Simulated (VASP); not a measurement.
The system is Pd.

```
Pd
1.0
     2.72684    0.00000    0.00000
    -1.36342    2.36151    0.00000
     0.00000    0.00000    4.53440
Pd
2
Direct
  0.33333 0.66667 0.25000
  0.66667 0.33333 0.75000
```

This cell differs from its parent crystal: volume scaled by 0.94.

Base run:

* Program: VASP 6.6.1
* Functional: r2SCAN
* Potentials or basis: VASP PAW PBE potentials, release 64 (Pd)
* Cutoff: 550 eV
* k mesh: 11 × 11 × 6
* Occupations: fermi-dirac, width 0.05 eV
* Spin: no spin polarisation

Its results: band gap on the k mesh zero (band 10 reaches 9.95 eV, above the bottom of band 11 at 9.03 eV); pressure 6.1 GPa.

**Question.** The run is repeated on the same cell with these changes: functional from r2SCAN to PBEsol; cutoff from 550 eV to 520 eV. What comes out?

**Answer.** Band gap on the k mesh zero (band 10 reaches 9.96 eV, above the bottom of band 11 at 9.08 eV); pressure -0.1 GPa.

Caveats: the PAW data sets were made with another functional, which shifts forces and pressure a little.
